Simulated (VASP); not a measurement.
La3Hf, 4 atoms in the cell. It takes space group Pm-3m (No. 221, cubic). The conventional cell has a = 5.045 Å, b = 5.045 Å, c = 5.045 Å, α = 90.00°, β = 90.00°, γ = 90.00°. La (site symmetry 4/mmm) has 8 La at 3.57 Å and 4 Hf at 3.57 Å within 4.7 Å. Within 4.7 Å of Hf (site symmetry m-3m) lie 12 La at 3.57 Å. 

* Program: VASP 6.6.1
* Task: single point
* Functional: PBE
* Potentials or basis: VASP PAW PBE potentials, release 64 (La, Hf_pv)
* Cutoff: 520 eV
* k mesh: 3 × 3 × 3
* Occupations: fermi-dirac, width 0.1 eV
* Spin: no spin polarisation
* Dipole correction: no
* Further INCAR settings: ALGO = Normal; EDIFF = 1e-06; NBANDS = 30

Potentials or basis: VASP PAW PBE potentials, release 64 (La, Hf_pv).

Command:

```bash
$ cat potpaw_PBE.64/La/POTCAR potpaw_PBE.64/Hf_pv/POTCAR > POTCAR
$ mpirun -np 1 vasp_std > vasp.out
```

Hardware: 1 thread of Intel Xeon 8259CL, on a shared host.

**Question.** How long does it take, and how much memory?

**Answer.** It took 73 s on 1 thread of Intel Xeon 8259CL, on a shared host, peak memory 0.24 GiB. Counts: scf iterations 15, k points 4.
